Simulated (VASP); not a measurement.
# AlN (P6_3mc) in VASP: a series of runs

Runs on AlN. Level: PBEsol. Tasks: single point.

All numbers are computed with VASP 6.6.1; they aren't measurements. Logs are shortened: lines on timing, memory, paths and dates and some standing lists are left out, and cuts for length are marked.

### 1 The cell of the first run

Symmetry: P6_3mc, No. 186, hexagonal system. Conventional cell: a = 3.111 Å, b = 3.111 Å, c = 4.903 Å, α = 90.00°, β = 90.00°, γ = 120.00°. Within 2.5 Å of Al (site symmetry 3m) lie 4 N at 1.88 to 1.89 Å. N (site symmetry 3m) has 4 Al at 1.88 to 1.89 Å within 2.5 Å.

### 2 Single point, PBEsol (strain +0.000 along x and y, -0.015 along z)

File INCAR:

```
SYSTEM = AlN
PREC = Accurate
ENCUT = 520
EDIFF = 1E-6
ISMEAR = 0
SIGMA = 0.05
LREAL = .FALSE.
LASPH = .TRUE.
NELM = 60
ALGO = Normal
ISIF = 2
LWAVE = .FALSE.
LCHARG = .TRUE.
GGA = PS
LELF = .TRUE.
LVHAR = .TRUE.
NBANDS = 16
```

File KPOINTS:

```
regular mesh
0
G
  9 9 6
  0 0 0
```

File POSCAR:

```
AlN
1.0
    3.1110021516      0.0000000000      0.0000000000
   -1.5555010758      2.6942068945      0.0000000000
    0.0000000000      0.0000000000      4.9033300000
Al N
2 2
Direct
    0.3333333333      0.6666666667      0.0000000000
    0.6666666667      0.3333333333      0.5000000000
    0.3333333333      0.6666666667      0.3850000000
    0.6666666667      0.3333333333      0.8850000000
```

Potentials or basis: VASP PAW PBE potentials, release 64 (Al, N).

On the command line:

```
> cat potpaw_PBE.64/Al/POTCAR potpaw_PBE.64/N/POTCAR > POTCAR
> mpirun -np 1 vasp_std > vasp.out
```

OUTCAR:

```text
SYSTEM = AlN
   PREC = Accurate
   ENCUT = 520
   EDIFF = 1E-6
   ISMEAR = 0
   LREAL = .FALSE.
   LASPH = .TRUE.
   NELM = 60
   ISIF = 2
   GGA = PS

 ion  position               nearest neighbor table
   1  0.333  0.667  0.000-   4 1.88   4 1.88   4 1.88   3 1.89   2 3.04   2 3.04   2 3.04   2 3.04
                             2 3.04   2 3.04
   2  0.667  0.333  0.500-   3 1.88   3 1.88   3 1.88   4 1.89   1 3.04   1 3.04   1 3.04   1 3.04
                             1 3.04   1 3.04
   3  0.333  0.667  0.385-   2 1.88   2 1.88   2 1.88   1 1.89
   4  0.667  0.333  0.885-   1 1.88   1 1.88   1 1.88   2 1.89

  LATTYP: Found a hexagonal cell.
 ALAT       =     3.1110021516
 C/A-ratio  =     1.5761255573

  Lattice vectors:

 A1 = (   3.1110021516,   0.0000000000,   0.0000000000)
 A2 = (  -1.5555010758,   2.6942068945,   0.0000000000)
 A3 = (   0.0000000000,   0.0000000000,   4.9033300000)

Analysis of symmetry for initial positions (statically):
=====================================================================
 Subroutine PRICEL returns:
 Original cell was already a primitive cell.

 Routine SETGRP: Setting up the symmetry group for a
 hexagonal supercell.

 Subroutine GETGRP returns: Found 12 space group operations
 (whereof  6 operations were pure point group operations)
 out of a pool of 24 trial point group operations.

The static configuration has the point symmetry C_3v.
 The point group associated with its full space group is C_6v.

Analysis of symmetry for dynamics (positions and initial velocities):
=====================================================================
 Subroutine PRICEL returns:
 Original cell was already a primitive cell.

 Routine SETGRP: Setting up the symmetry group for a
 hexagonal supercell.

 Subroutine GETGRP returns: Found 12 space group operations
 (whereof  6 operations were pure point group operations)
 out of a pool of 24 trial point group operations.

The dynamic configuration has the point symmetry C_3v.
 The point group associated with its full space group is C_6v.

 Subroutine INISYM returns: Found 12 space group operations
 (whereof  6 operations are pure point group operations),
 and found     1 'primitive' translations

----------------------------------------------------------------------------------------

                                     Primitive cell

  volume of cell :      41.0982

  direct lattice vectors                    reciprocal lattice vectors
     3.111002152  0.000000000  0.000000000     0.321439829  0.185583372  0.000000000
    -1.555501076  2.694206895  0.000000000     0.000000000  0.371166744  0.000000000
     0.000000000  0.000000000  4.903330000     0.000000000  0.000000000  0.203943035

  length of vectors
     3.111002152  3.111002152  4.903330000     0.371166744  0.371166744  0.203943035

  position of ions in fractional coordinates (direct lattice)
     0.333333333  0.666666667  0.000000000
     0.666666667  0.333333333  0.500000000
     0.333333333  0.666666667  0.385000000
     0.666666667  0.333333333  0.885000000

  ion indices of the primitive-cell ions
   primitive index   ion index
                 1           1
                 2           2
                 3           3
                 4           4

----------------------------------------------------------------------------------------

 KPOINTS: regular mesh

Automatic generation of k-mesh.
 Grid dimensions read from file:
 generate k-points for:    9    9    6

 Generating k-lattice:

  Cartesian coordinates                     Fractional coordinates (reciprocal lattice)
     0.035715537  0.020620375  0.000000000     0.111111111  0.000000000  0.000000000
     0.000000000  0.041240749  0.000000000     0.000000000  0.111111111  0.000000000
     0.000000000  0.000000000  0.033990506     0.000000000  0.000000000  0.166666667

  Length of vectors
     0.041240749  0.041240749  0.033990506

  Shift w.r.t. Gamma in fractional coordinates (k-lattice)
     0.000000000  0.000000000  0.000000000

 Subroutine IBZKPT returns following result:
 ===========================================

 Found     48 irreducible k-points:

 Following reciprocal coordinates:
            Coordinates               Weight
  0.000000  0.000000  0.000000      1.000000
  0.111111 -0.000000  0.000000      6.000000
  0.222222 -0.000000  0.000000      6.000000
  0.333333 -0.000000  0.000000      6.000000
  0.444444 -0.000000  0.000000      6.000000
  0.111111  0.111111  0.000000      6.000000
[... 16 lines left out ...]
  0.333333  0.222222  0.166667     24.000000
  0.333333  0.333333  0.166667      4.000000
 [... further k-points ...]
   k-points           NKPTS =     48   k-points in BZ     NKDIM =     48   number of bands    NBANDS=     16
   number of dos      NEDOS =    301   number of ions     NIONS =      4
   total plane-waves  NPLWV =  20736
   dimension x,y,z NGX =    24 NGY =   24 NGZ =   36
   dimension x,y,z NGXF=    48 NGYF=   48 NGZF=   72
   ions per type =               2   2
   NGX,Y,Z   is equivalent  to a cutoff of  12.83, 12.83, 12.21 a.u.
   NGXF,Y,Z  is equivalent  to a cutoff of  25.65, 25.65, 24.41 a.u.
 SYSTEM =  AlN
   PREC   = accura    normal or accurate (medium, high low for compatibility)
   ISTART =      0    job   : 0-new  1-cont  2-samecut
   ICHARG =      2    charge: 1-file 2-atom 10-const
   ISPIN  =      1    spin polarized calculation?
   LNONCOLLINEAR =      F non collinear calculations
   LSORBIT =      F    spin-orbit coupling
   LASPH  =      T    aspherical Exc in radial PAW
   ENCUT  =  520.0 eV  38.22 Ry    6.18 a.u.   5.78  5.78  9.12*2*pi/ulx,y,z
   NELM   =     60;   NELMIN=  2; NELMDL= -5     # of ELM steps
   EDIFF  = 0.1E-05   stopping-criterion for ELM
   LREAL  =      F    real-space projection
   EDIFFG = 0.1E-04   stopping-criterion for IOM
   NSW    =      0    number of steps for IOM
   IBRION =     -1    ionic relax: 0-MD 1-quasi-New 2-CG
   NFREE  =      0    steps in history (QN), initial steepest desc. (CG)
   ISIF   =      2    stress and relaxation
   ISYM   =      2    0-nonsym 1-usesym 2-fastsym
   POTIM  = 0.5000    time-step for ionic-motion
   TEBEG  =    0.0;   TEEND  =   0.0 temperature during run
   PSTRESS=    0.0 pullay stress
   NELECT =      16.0000    total number of electrons
   NUPDOWN=      -1.0000    fix difference up-down
   EMIN   =  10.00;   EMAX   =-10.00  energy-range for DOS
   EFERMI =   0.00;   METHOD = LEGACY
   ISMEAR =     0;   SIGMA  =   0.05  broadening in eV -4-tet -1-fermi 0-gaus
   EFERMI_NEDOS =   21; number of points for ismear=-14 and -15
   IALGO  =     38    algorithm
   IMIX   =      4    mixing-type and parameters
     AMIX     =   0.40;   BMIX     =  1.00
     AMIX_MAG =   1.60;   BMIX_MAG =  1.00
  volume/ion in A,a.u.               =      10.27        69.34
  Fermi-wavevector in a.u.,A,eV,Ry     =   1.195384  2.258948 19.441942  1.428942
  Thomas-Fermi vector in A             =   2.331351
   LORBIT       =      0    0 simple, 1 ext, 2 COOP (PROOUT), +10 PAW based schemes
   GGA     = PS    functional components
   LHFCALC =     F    Hartree Fock is set to
   AEXX    =    0.0000 exact exchange contribution
   IVDW    =     0    specifies the selected vdW correction
   LEPSILON=     F    determine dielectric tensor
   LRPA    =     F    only Hartree local field effects (RPA)
 non-spin polarized calculation
 Gauss-broadening in eV      SIGMA  =   0.05
  energy-cutoff  :      520.00
  volume of cell :       41.10
 maximum number of plane-waves:      1122
 NGX is ok and might be reduce to    24
   NGX = 11   NGY = 11   NGZ = 19

 number of electron      15.9999997 magnetization

 Free energy of the ion-electron system (eV)
  ---------------------------------------------------
  ext. energy  EPLUGINS =         0.00000000
  ---------------------------------------------------
  free energy    TOTEN  =       -31.29909146 eV

  energy without entropy =      -31.29909146  energy(sigma->0) =      -31.29909146

 E-fermi :   6.6135     XC(G=0): -11.1780

 val. band max:        6.3249813960   @ k =   0.0000   0.0000   0.0000
 cond. band min:      10.5068725137   @ k =   0.0000   0.0000   0.0000
 fundamental gap:      4.1818911177
 Fermi energy:         6.6134952861

 k-point     1 :       0.0000    0.0000    0.0000
  band No.  band energies     occupation
      1      -9.0465      2.00000
      2      -6.7427      2.00000
      3       0.1512      2.00000
      4       5.2594      2.00000
      5       5.2594      2.00000
      6       5.9629      2.00000
[... 8 lines left out ...]
     15      19.3225      0.00000
     16      19.7167      0.00000

 k-point     2 :       0.1111   -0.0000    0.0000
  band No.  band energies     occupation
      1      -8.8871      2.00000
      2      -6.6563      2.00000
      3       0.3387      2.00000
      4       4.5529      2.00000
      5       5.0571      2.00000
      6       5.2917      2.00000
[... 8 lines left out ...]
     15      19.1916      0.00000
     16      19.3458      0.00000

 k-point     3 :       0.2222   -0.0000    0.0000
  band No.  band energies     occupation
      1      -8.4337      2.00000
      2      -6.4417      2.00000
      3       0.8837      2.00000
      4       3.0479      2.00000
      5       4.0444      2.00000
      6       4.6434      2.00000
[... 8 lines left out ...]
     15      18.5230      0.00000
     16      19.0047      0.00000

 k-point     4 :       0.3333   -0.0000    0.0000
  band No.  band energies     occupation
      1      -7.7768      2.00000
      2      -6.2433      2.00000
      3       1.6175      2.00000
      4       1.7183      2.00000
      5       2.8703      2.00000
      6       4.2604      2.00000
[... 8 lines left out ...]
     15      18.4861      0.00000
     16      20.5419      0.00000

 k-point     5 :       0.4444   -0.0000    0.0000
  band No.  band energies     occupation
      1      -7.1475      2.00000
      2      -6.2462      2.00000
      3       0.7755      2.00000
      4       2.1322      2.00000
      5       2.6217      2.00000
      6       4.0409      2.00000
[... 8 lines left out ...]
     15      18.8808      0.00000
     16      21.5924      0.00000

 k-point     6 :       0.1111    0.1111    0.0000
  band No.  band energies     occupation
      1      -8.5803      2.00000
      2      -6.5051      2.00000
      3       0.7054      2.00000
      4       3.7242      2.00000
      5       3.9632      2.00000
      6       5.0280      2.00000
[... 8 lines left out ...]
     15      18.5972      0.00000
     16      19.3397      0.00000
[... 267 lines left out ...]
 k-point    21 :       0.4444    0.1111    0.1667
  band No.  band energies     occupation
      1      -6.8945      2.00000
      2      -6.3084      2.00000
      3       0.6365      2.00000
      4       1.7250      2.00000
      5       3.1125      2.00000
      6       3.8438      2.00000
[... 8 lines left out ...]
     15      18.9101      0.00000
     16      21.2826      0.00000

 k-point    22 :       0.2222    0.2222    0.1667
  band No.  band energies     occupation
      1      -7.3537      2.00000
      2      -6.2716      2.00000
      3       1.5220      2.00000
      4       1.7622      2.00000
      5       3.1109      2.00000
      6       3.4767      2.00000
[... 8 lines left out ...]
     15      18.5403      0.00000
     16      21.2039      0.00000

 k-point    23 :       0.3333    0.2222    0.1667
  band No.  band energies     occupation
      1      -6.8122      2.00000
      2      -6.2795      2.00000
      3       1.0971      2.00000
      4       1.8217      2.00000
      5       2.6170      2.00000
      6       3.7154      2.00000
[... 8 lines left out ...]
     15      18.9309      0.00000
     16      21.1059      0.00000

 k-point    24 :       0.3333    0.3333    0.1667
  band No.  band energies     occupation
      1      -6.4504      2.00000
      2      -6.4504      2.00000
      3       1.3547      2.00000
      4       1.9696      2.00000
      5       1.9696      2.00000
      6       3.4933      2.00000
[... 8 lines left out ...]
     15      19.1621      0.00000
     16      21.3494      0.00000

 [... further k-points ...]

------------------------ aborting loop because EDIFF is reached ----------------------------------------

  FORCE on cell =-STRESS in cart. coord.  units (eV):
  Direction    XX          YY          ZZ          XY          YZ          ZX
  --------------------------------------------------------------------------------------
  -------------------------------------------------------------------------------------
  Total        0.5732983      0.5732983      1.5444334      0.0000000      0.0000000      0.0000000
  in kB       22.3495522     22.3495522     60.2084426      0.0000000      0.0000000      0.0000000
  external PRESSURE =      34.9691823 kB  Pullay stress =       0.0000000 kB

 VOLUME and BASIS-vectors are now :
 -----------------------------------------------------------------------------
  energy-cutoff  :      520.00
  volume of cell :       41.10
      direct lattice vectors                 reciprocal lattice vectors
     3.111002152  0.000000000  0.000000000     0.321439829  0.185583372  0.000000000
    -1.555501076  2.694206895  0.000000000     0.000000000  0.371166744  0.000000000
     0.000000000  0.000000000  4.903330000     0.000000000  0.000000000  0.203943035

 POSITION                                       TOTAL-FORCE (eV/Angst)
 -----------------------------------------------------------------------------------
     -0.00000      1.79614      0.00000         0.000000     -0.000000     -0.019206
      1.55550      0.89807      2.45167         0.000000      0.000000     -0.019206
     -0.00000      1.79614      1.88778         0.000000     -0.000000      0.019206
      1.55550      0.89807      4.33945        -0.000000     -0.000000      0.019206
 -----------------------------------------------------------------------------------
    total drift:                               -0.000000      0.000000      0.000629

  FREE ENERGIE OF THE ION-ELECTRON SYSTEM (eV)
  ---------------------------------------------------
  free  energy   TOTEN  =       -31.2990914572 eV

  energy  without entropy=      -31.2990914572  energy(sigma->0) =      -31.29909146
```

It took 27 s on 1 thread of Intel Xeon 8259CL, shared host; peak memory 0.16 GiB.

Results:

```
Free energy            : -31.2991 eV
Pressure               : 3.5 GPa
Largest force          : 0.019 eV/Å
Band gap on the k mesh : 4.18 eV
```

Forces in eV/Å, atoms in the order of the input:
```
Al   0.000  0.000 -0.019
Al   0.000  0.000 -0.019
N    0.000  0.000  0.019
N    0.000  0.000  0.019
```

Stress tensor (GPa, compression positive):
```
2.23 0.00 0.00
0.00 2.23 0.00
0.00 0.00 6.02
```

Levels at points of the mesh, in eV from the valence-band top:
| k point | band 4 | band 5 | band 6 | band 7 | band 8 | band 9 | band 10 | band 11 | band 12 | band 13 |
| --- | --- | --- | --- | --- | --- | --- | --- | --- | --- | --- |
| (0.00, 0.00, 0.00) | -1.07 | -1.07 | -0.36 | -0.36 | 0.00 | 4.18 | 6.47 | 10.65 | 10.90 | 10.90 |
| (0.00, 0.00, 0.50) | -3.40 | -0.72 | -0.72 | -0.72 | -0.72 | 6.38 | 6.38 | 10.31 | 10.31 | 11.22 |

Caveat: the cell differs from its parent crystal (strain +0.000 along x and y, -0.015 along z); the cell stands under pressure; the PAW data sets were made with another functional, which shifts forces and pressure a little; an odd mesh through Γ misses points on the zone boundary, where band edges can lie.

(Continued in part 2 of 2.)
